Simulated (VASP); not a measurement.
A run of VASP 6.6.1 is set up as follows.

File INCAR:

```
  PREC = Accurate
  ENCUT = 520
  EDIFF = 1E-7
  ISMEAR = -1
  SIGMA = 0.08
  LREAL = F
  LASPH = T
  NELM = 60
  ALGO = Normal
  ISIF = 2
  LWAVE = F
  LCHARG = F
  GGA = PE
  NBANDS = 10
```

KPOINTS

```
Automatic mesh
0
Gamma
  11 11 11
```

File POSCAR:

```
Rb
1.0
   -2.5175469566      2.5175469566      2.5175469566
    2.5175469566     -2.5175469566      2.5175469566
    2.5175469566      2.5175469566     -2.5175469566
Rb
1
Direct
    0.0000000000      0.0000000000      0.0000000000
```

Potentials or basis: VASP PAW PBE potentials, release 64 (Rb_sv).

The run is started by

```bash
$ cat potpaw_PBE.64/Rb_sv/POTCAR > POTCAR
$ mpirun -np 1 vasp_std > vasp.out
```

**Question.** Estimate the band gap on the k mesh.

**Answer.** Zero (an odd number of electrons rules out a gap without spin polarisation).

**Question.** Predict the pressure.

**Answer.** 1.9 GPa.
